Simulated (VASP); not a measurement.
Runs of VASP 6.6.1 on C. The structure is that of space group P6/mmm (No. 191), or close to it. The cells are those of the table. 

```tsv
task	cell	k mesh	cutoff (eV)	gap on the mesh (eV)	pressure (GPa)	relaxed volume (Å³/atom)
single point	a = 5.628, b = 5.628, c = 1.278 Å, angles 90.0, 90.0, 120.0°, 3 atoms	6 × 6 × 12	520	none	-0.2	-
single point	a = 5.628, b = 5.628, c = 1.278 Å, angles 90.0, 90.0, 120.0°, 3 atoms	3 × 3 × 12	520	none	0.1	-
relaxation of cell and atoms	relaxed from a = 6.627, b = 6.627, c = 1.265 Å, angles 90.0, 90.0, 120.0°, 3 atoms	3 × 3 × 12	600	none	-0.1	11.61
relaxation of cell and atoms	relaxed from a = 4.153, b = 4.153, c = 2.546 Å, angles 90.0, 90.0, 120.0°, 3 atoms	6 × 6 × 6	600	none	0.1	11.95
single point	a = 3.819, b = 3.819, c = 3.821 Å, angles 90.0, 90.0, 120.0°, 3 atoms	6 × 6 × 6	520	none	(a)	-
```

Alike in all rows: level r2SCAN; potentials or basis VASP PAW PBE potentials, release 64 (C); no spin polarisation; smearing gaussian 0.1 eV.

Problem. Fill in the values left out.

Solution. (a) 0.0.

Caveats: some runs use coarse meshes; the PAW data sets were made with another functional, which shifts forces and pressure a little; the volume moved by over 15 % at a fixed basis, so the end points are rough (some runs).

A gap of «none» marks levels without a gap at the run's occupations.
